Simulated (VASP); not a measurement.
# Si (Imma) in VASP: single point with HSE06

Aim: the single point of Si with HSE06.

All numbers are computed with VASP 6.6.1; they aren't measurements. Logs are shortened: lines on timing, memory, paths and dates and some standing lists are left out, and cuts for length are marked.

## Step 1: The cell of the first run

It takes space group Imma (No. 74, orthorhombic). Conventional cell: a = 3.742 Å, b = 3.957 Å, c = 5.444 Å, α = 90.00°, β = 90.00°, γ = 90.00°. Within 3.1 Å of Si (site symmetry mm2) lie 4 Si at 2.34 to 2.38 Å.

## Step 2: Single point, HSE06 (shear xy strain -5.6%)

POSCAR

```
Si
1.0
   -0.0758110113      2.7221188962      2.7221188962
    2.7221188962     -0.0758110113      2.7221188962
    2.6463078849      2.6463078849      0.0000000000
Si
2
Direct
   -0.0034916247     -0.0034916247      0.0034916247
    0.2534916247      0.2534916247      0.2465083753
```

INCAR.step1

```
SYSTEM = Si
PREC     = Accurate       ! precision mode
ENCUT    = 520            ! plane-wave cutoff, eV
EDIFF    = 1E-5           ! SCF threshold, eV
ISMEAR   = -1             ! smearing method
SIGMA    = 0.02           ! smearing width, eV
LREAL    = .False.        ! projectors in reciprocal space
LASPH    = .True.         ! aspherical terms in the spheres
NELM     = 80             ! most SCF steps
ALGO     = Normal         ! electronic algorithm
ISIF     = 2              ! what is computed and relaxed
LWAVE    = .True.         ! write WAVECAR
LCHARG   = .False.        ! write CHGCAR
GGA      = PE             ! functional
NBANDS   = 11             ! bands
```

INCAR.step2

```
SYSTEM = Si
PREC     = Accurate       ! precision mode
ENCUT    = 520            ! plane-wave cutoff, eV
EDIFF    = 1E-6           ! SCF threshold, eV
ISMEAR   = -1             ! smearing method
SIGMA    = 0.02           ! smearing width, eV
LREAL    = .False.        ! projectors in reciprocal space
LASPH    = .True.         ! aspherical terms in the spheres
NELM     = 80             ! most SCF steps
ALGO     = Normal         ! electronic algorithm
ISIF     = 2              ! what is computed and relaxed
LWAVE    = .False.        ! write WAVECAR
LCHARG   = .False.        ! write CHGCAR
GGA      = PE             ! functional
LHFCALC  = .True.         ! exact exchange
HFSCREEN = 0.2079         ! screening, 1/A
PRECFOCK = Normal       
ISTART   = 1            
NBANDS   = 11             ! bands
```

KPOINTS

```
Automatic mesh
0
Gamma
  6 6 6
  0 0 0
```

Potentials or basis: VASP PAW PBE potentials, release 64 (Si).

Launch:

```console
> cat potpaw_PBE.64/Si/POTCAR > POTCAR
> cp INCAR.step1 INCAR
> mpirun -np 1 vasp_std > vasp.out
> cp INCAR.step2 INCAR
> mpirun -np 1 vasp_std > vasp.out
```

OUTCAR:

```text
SYSTEM = Si
   PREC = Accurate
   ENCUT = 520
   EDIFF = 1E-6
   ISMEAR = -1
   LREAL = .False.
   LASPH = .True.
   NELM = 80
   ISIF = 2
   GGA = PE
   LHFCALC = .True.
   HFSCREEN = 0.2079
   PRECFOCK = Normal
   ISTART = 1

 ion  position               nearest neighbor table
   1  0.997  0.997  0.003-   2 2.34   2 2.34   2 2.38   2 2.38
   2  0.253  0.253  0.247-   1 2.34   1 2.34   1 2.38   1 2.38

  LATTYP: Found a body centered orthorhombic cell.
 ALAT       =     3.7424445010
 B/A-ratio  =     1.0572956849
 C/A-ratio  =     1.4547277297

  Lattice vectors:

 A1 = (   0.0758110113,  -2.7221188962,  -2.7221188962)
 A2 = (  -0.0758110113,   2.7221188962,  -2.7221188962)
 A3 = (   2.7221188962,  -0.0758110113,   2.7221188962)

Analysis of symmetry for initial positions (statically):
=====================================================================
 Subroutine PRICEL returns:
 Original cell was already a primitive cell.

 Routine SETGRP: Setting up the symmetry group for a
 body centered orthorhombic supercell.

 Subroutine GETGRP returns: Found  8 space group operations
 (whereof  4 operations were pure point group operations)
 out of a pool of  8 trial point group operations.

The static configuration has the point symmetry C_2v.
 The point group associated with its full space group is D_2h.

Analysis of symmetry for dynamics (positions and initial velocities):
=====================================================================
 Subroutine PRICEL returns:
 Original cell was already a primitive cell.

 Routine SETGRP: Setting up the symmetry group for a
 body centered orthorhombic supercell.

 Subroutine GETGRP returns: Found  8 space group operations
 (whereof  4 operations were pure point group operations)
 out of a pool of  8 trial point group operations.

The dynamic configuration has the point symmetry C_2v.
 The point group associated with its full space group is D_2h.

 Subroutine INISYM returns: Found  8 space group operations
 (whereof  4 operations are pure point group operations),
 and found     1 'primitive' translations

----------------------------------------------------------------------------------------

                                     Primitive cell

  volume of cell :      40.3101

  direct lattice vectors                    reciprocal lattice vectors
    -0.075811011  2.722118896  2.722118896    -0.178703547  0.178703547  0.183680441
     2.722118896 -0.075811011  2.722118896     0.178703547 -0.178703547  0.183680441
     2.646307885  2.646307885  0.000000000     0.188942490  0.188942490 -0.183680441

  length of vectors
     3.850403859  3.850403859  3.742444501     0.312423463  0.312423463  0.324248413

  position of ions in fractional coordinates (direct lattice)
     0.996508375  0.996508375  0.003491625
     0.253491625  0.253491625  0.246508375

  ion indices of the primitive-cell ions
   primitive index   ion index
                 1           1
                 2           2

----------------------------------------------------------------------------------------

 KPOINTS: Automatic mesh

Automatic generation of k-mesh.
 Grid dimensions read from file:
 generate k-points for:    6    6    6

 Generating k-lattice:

  Cartesian coordinates                     Fractional coordinates (reciprocal lattice)
    -0.029783925  0.029783925  0.030613407     0.166666667  0.000000000  0.000000000
     0.029783925 -0.029783925  0.030613407     0.000000000  0.166666667  0.000000000
     0.031490415  0.031490415 -0.030613407     0.000000000  0.000000000  0.166666667

  Length of vectors
     0.052070577  0.052070577  0.054041402

  Shift w.r.t. Gamma in fractional coordinates (k-lattice)
     0.000000000  0.000000000  0.000000000

 Subroutine IBZKPT returns following result:
 ===========================================

 Found     46 irreducible k-points:

 Following reciprocal coordinates:
            Coordinates               Weight
  0.000000  0.000000  0.000000      1.000000
  0.166667  0.000000  0.000000      4.000000
  0.333333 -0.000000  0.000000      4.000000
  0.500000  0.000000  0.000000      2.000000
  0.166667  0.166667  0.000000      2.000000
  0.333333  0.166667  0.000000      4.000000
[... 16 lines left out ...]
 -0.166667  0.333333  0.166667      4.000000
  0.500000  0.500000  0.166667      4.000000
 [... further k-points ...]
   k-points           NKPTS =     46   k-points in BZ     NKDIM =    216   number of bands    NBANDS=     11
   number of dos      NEDOS =    301   number of ions     NIONS =      2
   total plane-waves  NPLWV =  25200
   dimension x,y,z NGX =    30 NGY =   30 NGZ =   28
   dimension x,y,z NGXF=    60 NGYF=   60 NGZF=   56
   ions per type =               2
   NGX,Y,Z   is equivalent  to a cutoff of  12.95, 12.95, 12.44 a.u.
   NGXF,Y,Z  is equivalent  to a cutoff of  25.91, 25.91, 24.88 a.u.
 SYSTEM =  Si
   PREC   = accura    normal or accurate (medium, high low for compatibility)
   ISTART =      1    job   : 0-new  1-cont  2-samecut
   ICHARG =      0    charge: 1-file 2-atom 10-const
   ISPIN  =      1    spin polarized calculation?
   LNONCOLLINEAR =      F non collinear calculations
   LSORBIT =      F    spin-orbit coupling
   LASPH  =      T    aspherical Exc in radial PAW
   ENCUT  =  520.0 eV  38.22 Ry    6.18 a.u.   7.16  7.16  6.96*2*pi/ulx,y,z
   NELM   =     80;   NELMIN=  2; NELMDL=  0     # of ELM steps
   EDIFF  = 0.1E-05   stopping-criterion for ELM
   LREAL  =      F    real-space projection
   EDIFFG = 0.1E-04   stopping-criterion for IOM
   NSW    =      0    number of steps for IOM
   IBRION =     -1    ionic relax: 0-MD 1-quasi-New 2-CG
   NFREE  =      0    steps in history (QN), initial steepest desc. (CG)
   ISIF   =      2    stress and relaxation
   ISYM   =      3    0-nonsym 1-usesym 2-fastsym
   POTIM  = 0.5000    time-step for ionic-motion
   TEBEG  =    0.0;   TEEND  =   0.0 temperature during run
   PSTRESS=    0.0 pullay stress
   NELECT =       8.0000    total number of electrons
   NUPDOWN=      -1.0000    fix difference up-down
   EMIN   =  10.00;   EMAX   =-10.00  energy-range for DOS
   EFERMI =   0.00;   METHOD = LEGACY
   ISMEAR =    -1;   SIGMA  =   0.02  broadening in eV -4-tet -1-fermi 0-gaus
   EFERMI_NEDOS =   21; number of points for ismear=-14 and -15
   IALGO  =     38    algorithm
   IMIX   =      1    mixing-type and parameters
     AMIX     =   0.40;   BMIX     =  1.00
     AMIX_MAG =   1.60;   BMIX_MAG =  1.00
  volume/ion in A,a.u.               =      20.16       136.01
  Fermi-wavevector in a.u.,A,eV,Ry     =   0.954919  1.804536 12.406760  0.911871
  Thomas-Fermi vector in A             =   2.083710
   LORBIT       =      0    0 simple, 1 ext, 2 COOP (PROOUT), +10 PAW based schemes
   GGA     = PE    functional components
   LHFCALC =     T    Hartree Fock is set to
   PRECFOCK=normal    Normal, Fast or Accurate (Low or Medium for compatibility)
   ENCUT4O =  -1.0   cutoff for four orbital integrals eV
   NKREDX  =     1    reduce k-point grid by
   NKREDY  =     1    reduce k-point grid by
   NKREDZ  =     1    reduce k-point grid by
   AEXX    =    0.2500 exact exchange contribution
   HFSCREEN=    0.2079 screening length (either q_TF or 0.3 A-1)
   HFSCREENC=   0.2079 screening length for correlation (either q_TF or 0.3 A-1)
   ENCUTFOCK=  -1.0 apply spherical cutoff to Coloumb kernel
   IVDW    =     0    specifies the selected vdW correction
   LEPSILON=     F    determine dielectric tensor
   LRPA    =     F    only Hartree local field effects (RPA)
 non-spin polarized calculation
  energy-cutoff  :      520.00
  volume of cell :       40.31
 maximum number of plane-waves:      1097
 NGX is ok and might be reduce to    30
  NGX = 24; NGY = 24; NGZ = 24

 number of electron       8.0000000 magnetization

 Free energy of the ion-electron system (eV)
  ---------------------------------------------------
  ext. energy  EPLUGINS =         0.00000000
  ---------------------------------------------------
  free energy    TOTEN  =       -12.50060937 eV

  energy without entropy =      -12.50060937  energy(sigma->0) =      -12.50060937

 E-fermi :   5.9943     XC(G=0):  -7.8290

 val. band max:        5.6887042043   @ k =   0.0000   0.0000   0.0000
 cond. band min:       6.2995099871   @ k =   0.5000   0.5000   0.0000
 fundamental gap:      0.6108057829
 Fermi energy:         5.9943044200

 k-point     1 :       0.0000    0.0000    0.0000
  band No.  band energies     occupation
      1      -7.8284      2.00000
      2       5.1694      2.00000
      3       5.3860      2.00000
      4       5.6887      2.00000
      5       8.4109      0.00000
      6       8.4340      0.00000
      7       9.0852      0.00000
      8       9.9546      0.00000
      9      14.1870      0.00000
     10      14.2109      0.00000
     11      14.2302      0.00000

 k-point     2 :       0.1667    0.0000    0.0000
  band No.  band energies     occupation
      1      -7.4472      2.00000
      2       2.6447      2.00000
      3       4.9063      2.00000
      4       5.2263      2.00000
      5       8.6202      0.00000
      6       9.2981      0.00000
      7       9.7098      0.00000
      8      11.6763      0.00000
      9      13.4624      0.00000
     10      13.6985      0.00000
     11      15.3554      0.00000

 k-point     3 :       0.3333   -0.0000    0.0000
  band No.  band energies     occupation
      1      -6.3806      2.00000
      2      -0.5737      2.00000
      3       4.3762      2.00000
      4       4.6117      2.00000
      5       8.1386      0.00000
      6       9.6886      0.00000
      7       9.9943      0.00000
      8      13.8853      0.00000
      9      14.5685      0.00000
     10      14.7625      0.00000
     11      15.6197      0.00000
[... 267 lines left out ...]
 k-point    23 :      -0.1667    0.3333    0.1667
  band No.  band energies     occupation
      1      -5.4211      2.00000
      2      -0.7548      2.00000
      3       1.5304      2.00000
      4       3.0469      2.00000
      5       9.1216      0.00000
      6      10.1203      0.00000
      7      11.0211      0.00000
      8      13.7091      0.00000
      9      15.6143      0.00000
     10      15.9084      0.00000
     11      18.9359      0.00000

 k-point    24 :       0.5000    0.5000    0.1667
  band No.  band energies     occupation
      1      -4.3975      2.00000
      2      -1.7946      2.00000
      3       1.6612      2.00000
      4       2.2941      2.00000
      5       6.7231      0.00000
      6       9.4185      0.00000
      7      13.8825      0.00000
      8      13.9289      0.00000
      9      17.0907      0.00000
     10      17.3270      0.00000
     11      19.0216      0.00000

 [... further k-points ...]

------------------------ aborting loop because EDIFF is reached ----------------------------------------

  FORCE on cell =-STRESS in cart. coord.  units (eV):
  Direction    XX          YY          ZZ          XY          YZ          ZX
  --------------------------------------------------------------------------------------
  -------------------------------------------------------------------------------------
  Total       -0.0974639     -0.0974639     -0.1499260      1.1493593      0.0000000      0.0000000
  in kB       -3.8738269     -3.8738269     -5.9589986     45.6827362      0.0000000      0.0000000
  external PRESSURE =      -4.5688841 kB  Pullay stress =       0.0000000 kB

 VOLUME and BASIS-vectors are now :
 -----------------------------------------------------------------------------
  energy-cutoff  :      520.00
  volume of cell :       40.31
      direct lattice vectors                 reciprocal lattice vectors
    -0.075811011  2.722118896  2.722118896    -0.178703547  0.178703547  0.183680441
     2.722118896 -0.075811011  2.722118896     0.178703547 -0.178703547  0.183680441
     2.646307885  2.646307885  0.000000000     0.188942490  0.188942490 -0.183680441

 POSITION                                       TOTAL-FORCE (eV/Angst)
 -----------------------------------------------------------------------------------
      2.64631      2.64631      5.42523        -0.000000     -0.000000      0.007548
      1.32315      1.32315      1.38007         0.000000      0.000000     -0.007548
 -----------------------------------------------------------------------------------
    total drift:                               -0.000000      0.000000     -0.000000

  FREE ENERGIE OF THE ION-ELECTRON SYSTEM (eV)
  ---------------------------------------------------
  free  energy   TOTEN  =       -12.5006093717 eV

  energy  without entropy=      -12.5006093702  energy(sigma->0) =      -12.50060937
```

Wall time 56 min (1 thread of Intel Xeon 8259CL, shared host); peak memory 0.28 GiB.

Results:

```yaml
Free_energy: -12.5006 eV
Pressure: -0.5 GPa
Largest_force: 0.008 eV/Å
Band_gap_on_the_k_mesh: 0.61 eV (least direct gap 2.72 eV)
```

Forces on the atoms (eV/Å):
```
Si   0.000  0.000  0.008
Si   0.000  0.000 -0.008
```

Levels at points of the mesh, in eV from the valence-band top:
| k point | band 1 | band 2 | band 3 | band 4 | band 5 | band 6 | band 7 | band 8 |
| --- | --- | --- | --- | --- | --- | --- | --- | --- |
| (0.00, 0.00, 0.00) | -13.52 | -0.52 | -0.30 | 0.00 | 2.72 | 2.75 | 3.40 | 4.27 |
| (0.50, 0.00, 0.00) | -11.09 | -8.00 | -1.51 | -1.31 | 2.23 | 3.87 | 4.15 | 8.53 |
| (0.50, 0.50, 0.00) | -9.06 | -8.80 | -3.75 | -2.99 | 0.61 | 1.46 | 10.98 | 11.36 |
| (0.00, 0.00, 0.50) | -10.78 | -7.91 | -1.80 | -1.67 | 1.63 | 3.61 | 3.88 | 8.11 |
| (0.50, 0.00, 0.50) | -8.91 | -8.91 | -3.39 | -3.39 | 1.03 | 1.03 | 10.95 | 10.95 |

Caveat: the cell differs from its parent crystal (shear xy strain -5.6%); the PAW data sets were made with another functional, which shifts forces and pressure a little. A k mesh can miss the band edges.
